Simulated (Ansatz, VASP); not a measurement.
## EuS: VASP beside Ansatz

```
CELL_PARAMETERS angstrom
0.00000 2.91821 2.91821
2.91821 0.00000 2.91821
2.91821 2.91821 0.00000
ATOMIC_POSITIONS crystal
Eu 0.00000 0.00000 0.00000
S 0.50000 0.50000 0.50000
```

Change from the starting cell: volume scaled by 0.9405.

Alike in both runs: task single point; functional PBE; k mesh 10 × 10 × 10; occupations fermi-dirac, width 0.05 eV; collinear spin.

|  | VASP | Ansatz |
| --- | --- | --- |
| version | VASP 6.6.1 | Ansatz 0.2.0 |
| potentials or method | VASP PAW PBE potentials, release 64 (Eu, S), cutoff 600 eV | all-electron LAPW, scalar-relativistic |

```tsv
	VASP	Ansatz	Ansatz less VASP
pressure (GPa)	0.1	0.5	+0.37
net moment per atom (μB)	3.48	3.48	+0.004
size of the moment on the site where the two differ most (μB)	6.56	6.88	+0.318
```

Site moments also hang on the region over which each program counts them. Ansatz ran all-electron here, and VASP with PAW potentials.

Neither program's run includes spin-orbit coupling.
